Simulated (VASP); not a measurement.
# Zn (R-3m) in VASP: further runs

Runs on Zn. Level: LDA. Tasks: single point.

Program: VASP 6.6.1. These are calculated values, not measurements. Logs are shortened: lines on timing, memory, paths and dates and some standing lists are left out, and cuts for length are marked.

### Step 1. The cell of the first run

Symmetry: R-3m, No. 166, trigonal system. Conventional cell: a = 4.987 Å, b = 4.987 Å, c = 2.054 Å, α = 90.00°, β = 90.00°, γ = 120.00°. Zn (site symmetry -3m) has 2 Zn at 2.05 Å within 2.7 Å.

### Step 2. Single point, LDA

INCAR reads:

```
SYSTEM = Zn
PREC = Accurate
ENCUT = 520
EDIFF = 1E-7
ISMEAR = 0
SIGMA = 0.15
LREAL = .False.
LASPH = .True.
NELM = 60
ALGO = Fast
ISIF = 2
LWAVE = .False.
LCHARG = .True.
GGA = CA
LELF = .True.
LVHAR = .True.
NBANDS = 12
```

KPOINTS reads:

```
Automatic mesh
0
Gamma
  22 22 22
  0 0 0
```

POSCAR reads:

```
Zn
1.0
   -1.9556643021      1.5707025837      1.5707025837
    1.5707025837     -1.9556643021      1.5707025837
    1.5707025837      1.5707025837     -1.9556643021
Zn
1
Direct
    0.0000000000      0.0000000000      0.0000000000
```

Potentials or basis: VASP PAW LDA potentials, release 64 (Zn).

Started as:

```console
$ cat potpaw_LDA.64/Zn/POTCAR > POTCAR
$ mpirun -np 1 vasp_std > vasp.out
```

OUTCAR:

```text
SYSTEM = Zn
   PREC = Accurate
   ENCUT = 520
   EDIFF = 1E-7
   ISMEAR = 0
   LREAL = .False.
   LASPH = .True.
   NELM = 60
   ISIF = 2
   GGA = CA

 ion  position               nearest neighbor table
   1  0.000  0.000  0.000-

  LATTYP: Found a trigonal (rhomboedric) cell.
 ALAT       =     2.9595330840
 COS(alpha) =    -0.4197392560

  Lattice vectors:

 A1 = (  -1.9556643021,   1.5707025837,   1.5707025837)
 A2 = (   1.5707025837,  -1.9556643021,   1.5707025837)
 A3 = (   1.5707025837,   1.5707025837,  -1.9556643021)

Analysis of symmetry for initial positions (statically):
=====================================================================
 Subroutine PRICEL returns:
 Original cell was already a primitive cell.

 Routine SETGRP: Setting up the symmetry group for a
 trigonal (rhombohedral) supercell.

 Subroutine GETGRP returns: Found 12 space group operations
 (whereof 12 operations were pure point group operations)
 out of a pool of 12 trial point group operations.

The static configuration has the point symmetry D_3d.

Analysis of symmetry for dynamics (positions and initial velocities):
=====================================================================
 Subroutine PRICEL returns:
 Original cell was already a primitive cell.

 Routine SETGRP: Setting up the symmetry group for a
 trigonal (rhombohedral) supercell.

 Subroutine GETGRP returns: Found 12 space group operations
 (whereof 12 operations were pure point group operations)
 out of a pool of 12 trial point group operations.

The dynamic configuration has the point symmetry D_3d.

 Subroutine INISYM returns: Found 12 space group operations
 (whereof 12 operations are pure point group operations),
 and found     1 'primitive' translations

----------------------------------------------------------------------------------------

                                     Primitive cell

  volume of cell :      14.7450

  direct lattice vectors                    reciprocal lattice vectors
    -1.955664302  1.570702584  1.570702584     0.092066209  0.375644190  0.375644190
     1.570702584 -1.955664302  1.570702584     0.375644190  0.092066209  0.375644190
     1.570702584  1.570702584 -1.955664302     0.375644190  0.375644190  0.092066209

  length of vectors
     2.959533084  2.959533084  2.959533084     0.539159811  0.539159811  0.539159811

  position of ions in fractional coordinates (direct lattice)
     0.000000000  0.000000000  0.000000000

  ion indices of the primitive-cell ions
   primitive index   ion index
                 1           1

----------------------------------------------------------------------------------------

 KPOINTS: Automatic mesh

Automatic generation of k-mesh.
 Grid dimensions read from file:
 generate k-points for:   22   22   22

 Generating k-lattice:

  Cartesian coordinates                     Fractional coordinates (reciprocal lattice)
     0.004184828  0.017074736  0.017074736     0.045454545  0.000000000  0.000000000
     0.017074736  0.004184828  0.017074736     0.000000000  0.045454545  0.000000000
     0.017074736  0.017074736  0.004184828     0.000000000  0.000000000  0.045454545

  Length of vectors
     0.024507264  0.024507264  0.024507264

  Shift w.r.t. Gamma in fractional coordinates (k-lattice)
     0.000000000  0.000000000  0.000000000

 Subroutine IBZKPT returns following result:
 ===========================================

 Found   1024 irreducible k-points:

 Following reciprocal coordinates:
            Coordinates               Weight
  0.000000  0.000000  0.000000      1.000000
  0.045455  0.000000  0.000000      6.000000
  0.090909  0.000000  0.000000      6.000000
  0.136364  0.000000  0.000000      6.000000
  0.181818  0.000000  0.000000      6.000000
  0.227273  0.000000  0.000000      6.000000
[... 16 lines left out ...]
  0.500000  0.045455  0.000000     12.000000
 -0.454545  0.045455 -0.000000     12.000000
 [... further k-points ...]
   k-points           NKPTS =   1024   k-points in BZ     NKDIM =   1024   number of bands    NBANDS=     12
   number of dos      NEDOS =    301   number of ions     NIONS =      1
   total plane-waves  NPLWV =  13824
   dimension x,y,z NGX =    24 NGY =   24 NGZ =   24
   dimension x,y,z NGXF=    48 NGYF=   48 NGZF=   48
   ions per type =               1
   NGX,Y,Z   is equivalent  to a cutoff of  13.48, 13.48, 13.48 a.u.
   NGXF,Y,Z  is equivalent  to a cutoff of  26.96, 26.96, 26.96 a.u.
 SYSTEM =  Zn
   PREC   = accura    normal or accurate (medium, high low for compatibility)
   ISTART =      0    job   : 0-new  1-cont  2-samecut
   ICHARG =      2    charge: 1-file 2-atom 10-const
   ISPIN  =      1    spin polarized calculation?
   LNONCOLLINEAR =      F non collinear calculations
   LSORBIT =      F    spin-orbit coupling
   LASPH  =      T    aspherical Exc in radial PAW
   ENCUT  =  520.0 eV  38.22 Ry    6.18 a.u.   5.50  5.50  5.50*2*pi/ulx,y,z
   NELM   =     60;   NELMIN=  2; NELMDL= -5     # of ELM steps
   EDIFF  = 0.1E-06   stopping-criterion for ELM
   LREAL  =      F    real-space projection
   EDIFFG = 0.1E-05   stopping-criterion for IOM
   NSW    =      0    number of steps for IOM
   IBRION =     -1    ionic relax: 0-MD 1-quasi-New 2-CG
   NFREE  =      0    steps in history (QN), initial steepest desc. (CG)
   ISIF   =      2    stress and relaxation
   ISYM   =      2    0-nonsym 1-usesym 2-fastsym
   POTIM  = 0.5000    time-step for ionic-motion
   TEBEG  =    0.0;   TEEND  =   0.0 temperature during run
   PSTRESS=    0.0 pullay stress
   NELECT =      12.0000    total number of electrons
   NUPDOWN=      -1.0000    fix difference up-down
   EMIN   =  10.00;   EMAX   =-10.00  energy-range for DOS
   EFERMI =   0.00;   METHOD = LEGACY
   ISMEAR =     0;   SIGMA  =   0.15  broadening in eV -4-tet -1-fermi 0-gaus
   EFERMI_NEDOS =   21; number of points for ismear=-14 and -15
   IALGO  =     68    algorithm
   IMIX   =      4    mixing-type and parameters
     AMIX     =   0.40;   BMIX     =  1.00
     AMIX_MAG =   1.60;   BMIX_MAG =  1.00
  volume/ion in A,a.u.               =      14.74        99.50
  Fermi-wavevector in a.u.,A,eV,Ry     =   1.528459  2.888368 31.785732  2.336185
  Thomas-Fermi vector in A             =   2.636214
   LORBIT       =      0    0 simple, 1 ext, 2 COOP (PROOUT), +10 PAW based schemes
   GGA     = CA    functional components
   LHFCALC =     F    Hartree Fock is set to
   AEXX    =    0.0000 exact exchange contribution
   IVDW    =     0    specifies the selected vdW correction
   LEPSILON=     F    determine dielectric tensor
   LRPA    =     F    only Hartree local field effects (RPA)
 non-spin polarized calculation
 RMM-DIIS sequential band-by-band and
 Gauss-broadening in eV      SIGMA  =   0.15
  energy-cutoff  :      520.00
  volume of cell :       14.74
 maximum number of plane-waves:       414
 NGX is ok and might be reduce to    24

 number of electron      12.0000005 magnetization

 Free energy of the ion-electron system (eV)
  ---------------------------------------------------
  ext. energy  EPLUGINS =         0.00000000
  ---------------------------------------------------
  free energy    TOTEN  =        -1.05282096 eV

  energy without entropy =       -1.04904678  energy(sigma->0) =       -1.05093387

 E-fermi :   2.7904     XC(G=0): -11.9358

 val. band max:        2.7808368717   @ k =   0.5000   0.4091   0.2727
 cond. band min:       2.7965927614   @ k =  -0.4091   0.4091   0.1364
 fundamental gap:      0.0157558897
 Fermi energy:         2.7904420014

 k-point     1 :       0.0000    0.0000    0.0000
  band No.  band energies     occupation
      1      -7.9331      2.00000
      2      -6.2947      2.00000
      3      -4.9984      2.00000
      4      -4.9984      2.00000
      5      -3.9424      2.00000
      6      -3.9424      2.00000
      7      14.7063      0.00000
      8      14.7063      0.00000
      9      18.9063      0.00000
     10      19.7230      0.00000
     11      19.7230      0.00000
     12      21.9113      0.00000

 k-point     2 :       0.0455    0.0000    0.0000
  band No.  band energies     occupation
      1      -7.8295      2.00000
      2      -6.2512      2.00000
      3      -4.9928      2.00000
      4      -4.9858      2.00000
      5      -3.9850      2.00000
      6      -3.9823      2.00000
      7      14.6338      0.00000
      8      14.7358      0.00000
      9      18.5403      0.00000
     10      19.8794      0.00000
     11      20.3524      0.00000
     12      22.0114      0.00000

 k-point     3 :       0.0909    0.0000    0.0000
  band No.  band energies     occupation
      1      -7.5211      2.00000
      2      -6.1240      2.00000
      3      -4.9767      2.00000
      4      -4.9489      2.00000
      5      -4.1061      2.00000
      6      -4.0969      2.00000
      7      14.4530      0.00000
      8      14.7984      0.00000
      9      18.2274      0.00000
     10      20.2705      0.00000
     11      21.4772      0.00000
     12      22.3197      0.00000
[... 286 lines left out ...]
 k-point    23 :       0.5000    0.0455    0.0000
  band No.  band energies     occupation
      1      -6.0507      2.00000
      2      -5.7270      2.00000
      3      -4.6159      2.00000
      4      -4.4486      2.00000
      5      -3.8166      2.00000
      6       2.1261      2.00000
      7       7.0207      0.00000
      8      13.1549      0.00000
      9      15.2707      0.00000
     10      19.6621      0.00000
     11      20.5708      0.00000
     12      26.2948      0.00000

 k-point    24 :      -0.4545    0.0455   -0.0000
  band No.  band energies     occupation
      1      -5.9649      2.00000
      2      -5.6354      2.00000
      3      -4.6417      2.00000
      4      -4.4810      2.00000
      5      -3.9660      2.00000
      6       0.6794      2.00000
      7       8.8552      0.00000
      8      12.8338      0.00000
      9      14.7661      0.00000
     10      20.4786      0.00000
     11      21.2948      0.00000
     12      24.8455      0.00000

 [... further k-points ...]
[... 5 lines left out ...]
  --------------------------------------------------------------------------------------
  -------------------------------------------------------------------------------------
  Total        2.2927629      2.2927629      2.2927629      2.9347618      2.9347618      2.9347618
  in kB      249.1293821    249.1293821    249.1293821    318.8883532    318.8883532    318.8883532
  external PRESSURE =     249.1293821 kB  Pullay stress =       0.0000000 kB

 VOLUME and BASIS-vectors are now :
 -----------------------------------------------------------------------------
  energy-cutoff  :      520.00
  volume of cell :       14.74
      direct lattice vectors                 reciprocal lattice vectors
    -1.955664302  1.570702584  1.570702584     0.092066209  0.375644190  0.375644190
     1.570702584 -1.955664302  1.570702584     0.375644190  0.092066209  0.375644190
     1.570702584  1.570702584 -1.955664302     0.375644190  0.375644190  0.092066209

 POSITION                                       TOTAL-FORCE (eV/Angst)
 -----------------------------------------------------------------------------------
      0.00000      0.00000      0.00000         0.000000      0.000000      0.000000
 -----------------------------------------------------------------------------------
    total drift:                               -0.000000      0.000000      0.000000

  FREE ENERGIE OF THE ION-ELECTRON SYSTEM (eV)
  ---------------------------------------------------
  free  energy   TOTEN  =        -1.0528209641 eV

  energy  without entropy=       -1.0490467811  energy(sigma->0) =       -1.05093387
```

Wall time 71 s (1 thread of Intel Xeon 6975P-C (Granite Rapids), shared host); peak memory 0.27 GiB.

What came out:

* Free energy: -1.0528 eV
* Pressure: 24.9 GPa
* Band gap on the k mesh: zero (band 6 reaches 6.29 eV, above the bottom of band 7 at -0.37 eV)

Levels at points of the mesh, in eV from the Fermi level:
```
           k point  band 2  band 3  band 4  band 5  band 6  band 7  band 8  band 9  band 10  band 11
(0.00, 0.00, 0.00)   -9.09   -7.79   -7.79   -6.73   -6.73   11.92   11.92   16.12    16.93    16.93
(0.50, 0.00, 0.00)   -8.54   -7.40   -7.23   -6.56   -0.22    3.61   10.98   13.37    15.90    16.95
(0.50, 0.50, 0.00)   -8.33   -7.27   -6.72   -6.68   -3.55   -3.16    7.00   11.69    27.11    30.41
(0.50, 0.50, 0.50)   -8.90   -7.19   -7.19   -6.28    3.50    7.08    7.08   10.17    10.48    10.48
```

### Step 3. Single point, LDA

This run uses another cell than the first one, of the same volume but with other edges.

INCAR reads:

```
SYSTEM = Zn
ALGO = Fast
EDIFF = 1E-6
ENCUT = 520
ISIF = 2
ISMEAR = 0
LASPH = .True.
LCHARG = .False.
LREAL = .False.
LWAVE = .False.
NBANDS = 12
NELM = 100
PREC = Accurate
SIGMA = 0.15
```

KPOINTS reads:

```
k-points
0
Gamma
  22 22 22
  0 0 0
```

POSCAR reads:

```
Zn
1.0
   -0.7070610975      1.6644334438      1.6644334438
    1.6644334438     -0.7070610975      1.6644334438
    1.6644334438      1.6644334438     -0.7070610975
Zn
1
Direct
    0.0000000000      0.0000000000      0.0000000000
```

Potentials or basis: VASP PAW LDA potentials, release 64 (Zn).

Started as:

```console
$ cat potpaw_LDA.64/Zn/POTCAR > POTCAR
$ mpirun -np 1 vasp_std > vasp.out
```

Run time: 43 s. Hardware: 1 thread of Intel Xeon 6975P-C (Granite Rapids), shared host; peak memory 0.26 GiB.

It converged, with:

| Item | Value |
| --- | --- |
| Free energy | -1.5665 eV |
| Pressure | 7.5 GPa |
| Band gap on the k mesh | zero (band 6 reaches 7.51 eV, above the bottom of band 7 at 0.17 eV) |

Stress tensor (GPa, compression positive):
```
7.54 1.60 1.60
1.60 7.54 1.60
1.60 1.60 7.54
```

Levels at points of the mesh, in eV from the Fermi level:
```csv
k point,band 4,band 5,band 6,band 7,band 8,band 9
"(0.00, 0.00, 0.00)",-7.01,-7.01,-6.99,14.03,14.03,14.23
"(0.50, 0.00, 0.00)",-7.43,-6.97,-3.61,-2.70,18.71,18.74
"(0.50, 0.50, 0.00)",-7.36,-6.62,0.64,2.16,3.61,7.06
"(0.50, 0.50, 0.50)",-6.60,-6.60,4.56,7.20,7.20,9.67
```
